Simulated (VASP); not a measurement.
# Au (Fm-3m) in VASP: a series of runs

Runs on Au. Level: PBEsol. Tasks: single point, relaxation of cell and atoms.

Everything below comes from runs of VASP 6.6.1. Logs are shortened: lines on timing, memory, paths and dates and some standing lists are left out, and cuts for length are marked.

### 1 The cell of the first run

Symmetry: Fm-3m, No. 225, cubic system. The conventional cell has a = 4.171 Å, b = 4.171 Å, c = 4.171 Å, α = 90.00°, β = 90.00°, γ = 90.00°. Within 3.9 Å of Au (site symmetry m-3m) lie 12 Au at 2.95 Å.

### 2 Single point, PBEsol

INCAR reads:

```
SYSTEM = Au
ALGO = Fast
EDIFF = 1E-6
ENCUT = 520
GGA = PS
ISIF = 2
ISMEAR = 0
LASPH = .True.
LCHARG = .False.
LREAL = .False.
LWAVE = .False.
NBANDS = 12
NELM = 60
PREC = Accurate
SIGMA = 0.1
```

KPOINTS reads:

```
k-points
0
Gamma
  8 8 8
  0 0 0
```

POSCAR reads:

```
Au
1.0
    0.0000000000      2.0856442700      2.0856442700
    2.0856442700      0.0000000000      2.0856442700
    2.0856442700      2.0856442700      0.0000000000
Au
1
Direct
    0.0000000000      0.0000000000      0.0000000000
```

Potentials or basis: VASP PAW PBE potentials, release 64 (Au).

The run is started by

```
> cat potpaw_PBE.64/Au/POTCAR > POTCAR
> mpirun -np 1 vasp_std > vasp.out
```

OUTCAR:

```text
SYSTEM = Au
   EDIFF = 1E-6
   ENCUT = 520
   GGA = PS
   ISIF = 2
   ISMEAR = 0
   LASPH = .True.
   LREAL = .False.
   NELM = 60
   PREC = Accurate

 ion  position               nearest neighbor table
   1  0.000  0.000  0.000-

  LATTYP: Found a face centered cubic cell.
 ALAT       =     4.1712885400

  Lattice vectors:

 A1 = (   0.0000000000,   2.0856442700,   2.0856442700)
 A2 = (   2.0856442700,   0.0000000000,   2.0856442700)
 A3 = (   2.0856442700,   2.0856442700,   0.0000000000)

Analysis of symmetry for initial positions (statically):
=====================================================================
 Subroutine PRICEL returns:
 Original cell was already a primitive cell.

 Routine SETGRP: Setting up the symmetry group for a
 face centered cubic supercell.

 Subroutine GETGRP returns: Found 48 space group operations
 (whereof 48 operations were pure point group operations)
 out of a pool of 48 trial point group operations.

The static configuration has the point symmetry O_h .

Analysis of symmetry for dynamics (positions and initial velocities):
=====================================================================
 Subroutine PRICEL returns:
 Original cell was already a primitive cell.

 Routine SETGRP: Setting up the symmetry group for a
 face centered cubic supercell.

 Subroutine GETGRP returns: Found 48 space group operations
 (whereof 48 operations were pure point group operations)
 out of a pool of 48 trial point group operations.

The dynamic configuration has the point symmetry O_h .

 Subroutine INISYM returns: Found 48 space group operations
 (whereof 48 operations are pure point group operations),
 and found     1 'primitive' translations

----------------------------------------------------------------------------------------

                                     Primitive cell

  volume of cell :      18.1447

  direct lattice vectors                    reciprocal lattice vectors
     0.000000000  2.085644270  2.085644270    -0.239734075  0.239734075  0.239734075
     2.085644270  0.000000000  2.085644270     0.239734075 -0.239734075  0.239734075
     2.085644270  2.085644270  0.000000000     0.239734075  0.239734075 -0.239734075

  length of vectors
     2.949546413  2.949546413  2.949546413     0.415231598  0.415231598  0.415231598

  position of ions in fractional coordinates (direct lattice)
     0.000000000  0.000000000  0.000000000

  ion indices of the primitive-cell ions
   primitive index   ion index
                 1           1

----------------------------------------------------------------------------------------

 KPOINTS: k-points

Automatic generation of k-mesh.
 Grid dimensions read from file:
 generate k-points for:    8    8    8

 Generating k-lattice:

  Cartesian coordinates                     Fractional coordinates (reciprocal lattice)
    -0.029966759  0.029966759  0.029966759     0.125000000  0.000000000  0.000000000
     0.029966759 -0.029966759  0.029966759     0.000000000  0.125000000  0.000000000
     0.029966759  0.029966759 -0.029966759     0.000000000  0.000000000  0.125000000

  Length of vectors
     0.051903950  0.051903950  0.051903950

  Shift w.r.t. Gamma in fractional coordinates (k-lattice)
     0.000000000  0.000000000  0.000000000

 Subroutine IBZKPT returns following result:
 ===========================================

 Found     29 irreducible k-points:

 Following reciprocal coordinates:
            Coordinates               Weight
  0.000000  0.000000  0.000000      1.000000
  0.125000  0.000000  0.000000      8.000000
  0.250000  0.000000  0.000000      8.000000
  0.375000  0.000000  0.000000      8.000000
  0.500000  0.000000  0.000000      4.000000
  0.125000  0.125000  0.000000      6.000000
[... 16 lines left out ...]
  0.500000  0.250000  0.125000     48.000000
 -0.375000  0.250000  0.125000     24.000000
 [... further k-points ...]
   k-points           NKPTS =     29   k-points in BZ     NKDIM =     29   number of bands    NBANDS=     12
   number of dos      NEDOS =    301   number of ions     NIONS =      1
   total plane-waves  NPLWV =  13824
   dimension x,y,z NGX =    24 NGY =   24 NGZ =   24
   dimension x,y,z NGXF=    48 NGYF=   48 NGZF=   48
   ions per type =               1
   NGX,Y,Z   is equivalent  to a cutoff of  13.53, 13.53, 13.53 a.u.
   NGXF,Y,Z  is equivalent  to a cutoff of  27.05, 27.05, 27.05 a.u.
 SYSTEM =  Au
   PREC   = accura    normal or accurate (medium, high low for compatibility)
   ISTART =      0    job   : 0-new  1-cont  2-samecut
   ICHARG =      2    charge: 1-file 2-atom 10-const
   ISPIN  =      1    spin polarized calculation?
   LNONCOLLINEAR =      F non collinear calculations
   LSORBIT =      F    spin-orbit coupling
   LASPH  =      T    aspherical Exc in radial PAW
   ENCUT  =  520.0 eV  38.22 Ry    6.18 a.u.   5.48  5.48  5.48*2*pi/ulx,y,z
   NELM   =     60;   NELMIN=  2; NELMDL= -5     # of ELM steps
   EDIFF  = 0.1E-05   stopping-criterion for ELM
   LREAL  =      F    real-space projection
   EDIFFG = 0.1E-04   stopping-criterion for IOM
   NSW    =      0    number of steps for IOM
   IBRION =     -1    ionic relax: 0-MD 1-quasi-New 2-CG
   NFREE  =      0    steps in history (QN), initial steepest desc. (CG)
   ISIF   =      2    stress and relaxation
   ISYM   =      2    0-nonsym 1-usesym 2-fastsym
   POTIM  = 0.5000    time-step for ionic-motion
   TEBEG  =    0.0;   TEEND  =   0.0 temperature during run
   PSTRESS=    0.0 pullay stress
   NELECT =      11.0000    total number of electrons
   NUPDOWN=      -1.0000    fix difference up-down
   EMIN   =  10.00;   EMAX   =-10.00  energy-range for DOS
   EFERMI =   0.00;   METHOD = LEGACY
   ISMEAR =     0;   SIGMA  =   0.10  broadening in eV -4-tet -1-fermi 0-gaus
   EFERMI_NEDOS =   21; number of points for ismear=-14 and -15
   IALGO  =     68    algorithm
   IMIX   =      4    mixing-type and parameters
     AMIX     =   0.40;   BMIX     =  1.00
     AMIX_MAG =   1.60;   BMIX_MAG =  1.00
  volume/ion in A,a.u.               =      18.14       122.45
  Fermi-wavevector in a.u.,A,eV,Ry     =   1.385550  2.618310 26.119763  1.919748
  Thomas-Fermi vector in A             =   2.509949
   LORBIT       =      0    0 simple, 1 ext, 2 COOP (PROOUT), +10 PAW based schemes
   GGA     = PS    functional components
   LHFCALC =     F    Hartree Fock is set to
   AEXX    =    0.0000 exact exchange contribution
   IVDW    =     0    specifies the selected vdW correction
   LEPSILON=     F    determine dielectric tensor
   LRPA    =     F    only Hartree local field effects (RPA)
 non-spin polarized calculation
 RMM-DIIS sequential band-by-band and
 Gauss-broadening in eV      SIGMA  =   0.10
  energy-cutoff  :      520.00
  volume of cell :       18.14
 maximum number of plane-waves:       531
 NGX is ok and might be reduce to    24
   NGX = 11   NGY = 11   NGZ = 11

 number of electron      11.0000001 magnetization

 Free energy of the ion-electron system (eV)
  ---------------------------------------------------
  ext. energy  EPLUGINS =         0.00000000
  ---------------------------------------------------
  free energy    TOTEN  =        -3.85526399 eV

  energy without entropy =       -3.85214670  energy(sigma->0) =       -3.85370535

 E-fermi :   8.1586     XC(G=0): -12.5149

 val. band max:        8.0844366582   @ k =   0.5000   0.2500   0.1250
 cond. band min:       8.3537975694   @ k =   0.5000   0.3750   0.1250
 fundamental gap:      0.2693609112
 Fermi energy:         8.1586008417

 k-point     1 :       0.0000    0.0000    0.0000
  band No.  band energies     occupation
      1      -1.0056      2.00000
      2       3.9173      2.00000
      3       3.9173      2.00000
      4       3.9173      2.00000
      5       5.2877      2.00000
      6       5.2877      2.00000
      7      22.8295      0.00000
      8      26.4633      0.00000
      9      26.4633      0.00000
     10      26.4633      0.00000
     11      31.1348      0.00000
     12      35.1482      0.00000

 k-point     2 :       0.1250    0.0000    0.0000
  band No.  band energies     occupation
      1      -0.5026      2.00000
      2       3.7826      2.00000
      3       4.0669      2.00000
      4       4.0669      2.00000
      5       5.2372      2.00000
      6       5.2372      2.00000
      7      23.0812      0.00000
      8      23.9875      0.00000
      9      26.9681      0.00000
     10      26.9681      0.00000
     11      30.8992      0.00000
     12      33.0042      0.00000

 k-point     3 :       0.2500    0.0000    0.0000
  band No.  band energies     occupation
      1       0.7159      2.00000
      2       3.8030      2.00000
      3       4.1735      2.00000
      4       4.1735      2.00000
      5       5.4399      2.00000
      6       5.4399      2.00000
      7      18.9851      0.00000
      8      23.7600      0.00000
      9      27.4412      0.00000
     10      27.4412      0.00000
     11      29.4954      0.00000
     12      30.7519      0.00000
[... 286 lines left out ...]
 k-point    23 :       0.5000    0.2500    0.1250
  band No.  band energies     occupation
      1       2.4340      2.00000
      2       3.4929      2.00000
      3       3.6591      2.00000
      4       4.8657      2.00000
      5       5.9298      2.00000
      6       8.0844      1.70575
      7      14.9289      0.00000
      8      19.7114      0.00000
      9      22.1414      0.00000
     10      26.2943      0.00000
     11      30.1593      0.00000
     12      33.4744      0.00000

 k-point    24 :      -0.3750    0.2500    0.1250
  band No.  band energies     occupation
      1       2.4422      2.00000
      2       3.3267      2.00000
      3       4.3319      2.00000
      4       4.6803      2.00000
      5       6.2423      2.00000
      6      10.8343      0.00000
      7      11.0380      0.00000
      8      19.9169      0.00000
      9      20.9858      0.00000
     10      25.5732      0.00000
     11      31.4364      0.00000
     12      34.4961      0.00000

 [... further k-points ...]
[... 5 lines left out ...]
  --------------------------------------------------------------------------------------
  -------------------------------------------------------------------------------------
  Total       -0.9912463     -0.9912463     -0.9912463     -0.0000000     -0.0000000      0.0000000
  in kB      -87.5268857    -87.5268857    -87.5268857     -0.0000000     -0.0000000      0.0000000
  external PRESSURE =     -87.5268857 kB  Pullay stress =       0.0000000 kB

 VOLUME and BASIS-vectors are now :
 -----------------------------------------------------------------------------
  energy-cutoff  :      520.00
  volume of cell :       18.14
      direct lattice vectors                 reciprocal lattice vectors
     0.000000000  2.085644270  2.085644270    -0.239734075  0.239734075  0.239734075
     2.085644270  0.000000000  2.085644270     0.239734075 -0.239734075  0.239734075
     2.085644270  2.085644270  0.000000000     0.239734075  0.239734075 -0.239734075

 POSITION                                       TOTAL-FORCE (eV/Angst)
 -----------------------------------------------------------------------------------
      0.00000      0.00000      0.00000        -0.000000      0.000000     -0.000000
 -----------------------------------------------------------------------------------
    total drift:                               -0.000000      0.000000     -0.000000

  FREE ENERGIE OF THE ION-ELECTRON SYSTEM (eV)
  ---------------------------------------------------
  free  energy   TOTEN  =        -3.8552639894 eV

  energy  without entropy=       -3.8521467047  energy(sigma->0) =       -3.85370535
```

It took 4.1 s on 1 thread of Intel Xeon Platinum 8375C at 2.90GHz (Ice Lake), shared host; peak memory 0.14 GiB.

What came out:

```yaml
Free_energy: -3.8553 eV
Pressure: -8.8 GPa
```

Caveat: the PAW data sets were made with another functional, which shifts forces and pressure a little; spin-orbit coupling is left out, which moves the levels of the heavy elements.

### 3 Single point, PBEsol

This run uses another cell than the first one, of 17.08 Å³/atom, 0.941 times its volume.

INCAR reads:

```
SYSTEM = Au
PREC = Accurate
ENCUT = 520
EDIFF = 1E-6
ISMEAR = 0
SIGMA = 0.1
LREAL = .FALSE.
LASPH = .TRUE.
NELM = 60
ALGO = Fast
ISIF = 2
LWAVE = .FALSE.
LCHARG = .TRUE.
GGA = PS
LELF = .TRUE.
LVHAR = .TRUE.
NBANDS = 12
```

KPOINTS reads:

```
regular mesh
0
G
  8 8 8
  0 0 0
```

POSCAR reads:

```
Au
1.0
    0.0000000000      2.0439732164      2.0439732164
    2.0439732164      0.0000000000      2.0439732164
    2.0439732164      2.0439732164      0.0000000000
Au
1
Direct
    0.0000000000      0.0000000000      0.0000000000
```

Potentials or basis: VASP PAW PBE potentials, release 64 (Au).

The run is started by

```
> cat potpaw_PBE.64/Au/POTCAR > POTCAR
> mpirun -np 1 vasp_std > vasp.out
```

It took 4.5 s on 1 thread of Intel Xeon Platinum 8375C at 2.90GHz (Ice Lake), shared host; peak memory 0.14 GiB.

It converged, with:

```yaml
Free_energy: -3.8857 eV
Pressure: 0.1 GPa
```

Levels at points of the mesh, in eV from the Fermi level:
| k point | band 4 | band 5 | band 6 | band 7 | band 8 | band 9 |
| --- | --- | --- | --- | --- | --- | --- |
| (0.00, 0.00, 0.00) | -4.60 | -3.07 | -3.07 | 14.56 | 18.55 | 18.55 |
| (0.50, 0.00, 0.00) | -1.87 | -1.87 | -0.96 | 3.11 | 14.00 | 17.14 |
| (0.50, 0.50, 0.00) | -1.55 | -1.55 | 1.02 | 5.79 | 10.01 | 10.01 |

Caveat: the PAW data sets were made with another functional, which shifts forces and pressure a little; spin-orbit coupling is left out, which moves the levels of the heavy elements.

### 4 Relaxation of cell and atoms, PBEsol

INCAR reads:

```
ALGO     = Normal         # electronic algorithm
EDIFF    = 1E-7           # SCF threshold, eV
EDIFFG   = -0.05          # ionic threshold
ENCUT    = 600            # plane-wave cutoff, eV
GGA      = PS             # functional
IBRION   = 2              # ionic algorithm
ISIF     = 3              # what is computed and relaxed
ISMEAR   = 0              # smearing method
LASPH    = True           # aspherical terms in the spheres
LCHARG   = False          # write CHGCAR
LREAL    = False          # projectors in reciprocal space
LWAVE    = False          # write WAVECAR
NELM     = 100            # most SCF steps
NSW      = 100            # ionic steps
PREC     = Accurate       # precision mode
SIGMA    = 0.1            # smearing width, eV
```

KPOINTS reads:

```
k-points
0
Gamma
  8 8 8
```

POSCAR reads:

```
Au
1.0
    0.0000000000      2.0856442700      2.0856442700
    2.0856442700      0.0000000000      2.0856442700
    2.0856442700      2.0856442700      0.0000000000
Au
1
Direct
    0.0000000000      0.0000000000      0.0000000000
```

The run is started by

```
> cat potpaw_PBE.64/Au/POTCAR > POTCAR
> mpirun -np 1 vasp_std > vasp.out
```

It took 8.4 s on 1 thread of Intel Xeon Platinum 8375C at 2.90GHz (Ice Lake), shared host; peak memory 0.15 GiB.

Results (log left out):

```
Free energy                            : -3.8857 eV
Relaxed volume                         : 17.12 Å³/atom
Relaxed cell                           : a = 2.893 Å, b = 2.893 Å, c = 2.893 Å, α = 60.00°, β = 60.00°, γ = 60.00°
Space group after relaxing (to 0.05 Å) : Fm-3m (No. 225)
Energy gained by relaxing              : 30.6 meV/atom
Ionic steps                            : 3
Pressure after relaxing                : -0.2 GPa
```

The path:
```csv
step,energy change (eV),largest force (eV/Å),pressure (GPa),volume (Å³)
1,0.0000,0.0000,-8.72,18.14
2,0.0470,0.0000,19.30,15.67
3,-0.0306,0.0000,-0.24,17.12
```

Final structure:
```yaml
crystal:
  lattice:
    - [0.00000, 2.04547, 2.04547]
    - [2.04547, 0.00000, 2.04547]
    - [2.04547, 2.04547, 0.00000]
  atoms:
    - { symbol: Au, position: [0.00000, 0.00000, 0.00000] }
```

Levels at points of the mesh, in eV from the Fermi level:
```tsv
k point	band 4	band 5	band 6	band 7	band 8	band 9
(0.00, 0.00, 0.00)	-4.59	-3.07	-3.07	14.57	18.54	18.54
(0.50, 0.00, 0.00)	-1.87	-1.87	-0.94	3.10	14.01	17.12
(0.50, 0.50, 0.00)	-1.55	-1.55	1.03	5.77	10.00	10.00
```

Caveat: the PAW data sets were made with another functional, which shifts forces and pressure a little; spin-orbit coupling is left out, which moves the levels of the heavy elements.

### 5 Single point, PBEsol

This run uses another cell than the first one, of 17.03 Å³/atom, 0.938 times its volume.

INCAR reads:

```
PREC = Accurate ; ENCUT = 520
EDIFF = 1E-6 ; ISMEAR = 0
SIGMA = 0.1 ; LREAL = F
LASPH = T ; NELM = 80
ALGO = Normal ; ISIF = 2
LWAVE = F ; LCHARG = T
GGA = PS ; LELF = T
LVHAR = T ; NBANDS = 12
```

KPOINTS reads:

```
regular mesh
0
Gamma
  18 18 18
```

POSCAR reads:

```
Au
1.0
    0.0000000000      2.0418799349      2.0418799349
    2.0418799349      0.0000000000      2.0418799349
    2.0418799349      2.0418799349      0.0000000000
Au
1
Direct
    0.0000000000      0.0000000000      0.0000000000
```

The run is started by

```
> cat potpaw_PBE.64/Au/POTCAR > POTCAR
> mpirun -np 1 vasp_std > vasp.out
```

It took 18 s on 1 thread of Intel Xeon Platinum 8375C at 2.90GHz (Ice Lake), shared host; peak memory 0.17 GiB.

Results (log left out):

- Free energy: -3.9251 eV
- Pressure: -0.3 GPa

Levels at points of the mesh, in eV from the Fermi level:
| k point | band 2 | band 3 | band 4 | band 5 | band 6 | band 7 | band 8 | band 9 | band 10 | band 11 |
| --- | --- | --- | --- | --- | --- | --- | --- | --- | --- | --- |
| (0.00, 0.00, 0.00) | -4.65 | -4.65 | -4.65 | -3.12 | -3.12 | 14.53 | 18.53 | 18.53 | 18.53 | 23.40 |
| (0.50, 0.00, 0.00) | -4.69 | -4.69 | -1.91 | -1.91 | -1.00 | 3.09 | 13.97 | 17.13 | 17.13 | 24.93 |
| (0.50, 0.50, 0.00) | -6.73 | -1.96 | -1.59 | -1.59 | 0.98 | 5.78 | 9.99 | 9.99 | 17.20 | 19.83 |

Caveat: the PAW data sets were made with another functional, which shifts forces and pressure a little; spin-orbit coupling is left out, which moves the levels of the heavy elements.

### 6 Summary

```tsv
task	cell	k mesh	cutoff (eV)	gap on the mesh (eV)	pressure (GPa)
single point	a = 2.950 Å, angles 60.0°, 1 atom	8 × 8 × 8	520	none	-8.8
single point	a = 2.891 Å, angles 60.0°, 1 atom	8 × 8 × 8	520	none	0.1
relaxation of cell and atoms	relaxed from a = 2.950 Å, angles 60.0°, 1 atom	8 × 8 × 8	600	none	-0.2
single point	a = 2.888 Å, angles 60.0°, 1 atom	18 × 18 × 18	520	none	-0.3
```

Alike in all rows: level PBEsol; potentials or basis VASP PAW PBE potentials, release 64 (Au); no spin polarisation; smearing gaussian 0.1 eV.

Caveats: the PAW data sets were made with another functional, which shifts forces and pressure a little; spin-orbit coupling is left out, which moves the levels of the heavy elements.

Absolute energies hang on the potentials; compare differences alone.
